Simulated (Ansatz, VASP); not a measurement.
**Two plane-wave programs on SiC**

```
Si C
1.0
     4.35679    0.00000    0.00000
     0.00000   -4.35679    0.00000
     0.00000    0.00000   -4.35679
Si C
4 4
Cartesian
  1.0892 -1.0892 -1.0892
  3.2676 -3.2676 -1.0892
  3.2676 -1.0892 -3.2676
  1.0892 -3.2676 -3.2676
  0.0000 -4.3568 -4.3568
  2.1784 -2.1784 -4.3568
  2.1784 -4.3568 -2.1784
  0.0000 -2.1784 -2.1784
```

Alike in both runs: task relaxation of cell and atoms; functional PBEsol; k mesh 8 × 8 × 8; occupations gaussian, width 0.01 eV; no spin polarisation.

```csv
,VASP,Ansatz
version,VASP 6.6.1,Ansatz 0.2.0
potentials or method,"VASP PAW PBE potentials, release 64 (Si, C), cutoff 600 eV","scalar-relativistic, plane waves, PAW"
valence electrons in the cell,32,32
```

```csv
,VASP,Ansatz,Ansatz less VASP
"gap on the k mesh at the Fermi level, each at its own relaxed structure (eV)",1.23,1.24,+0.010
relaxed volume (Å³/atom),10.34,10.34,0.000
relaxed cell length with the largest relative difference (Å),4.357,4.357,0.0000
```

VASP's potentials were made for PBE, not for PBEsol.

Noted on VASP's run: the relaxation stopped at its first step, so nothing moved.
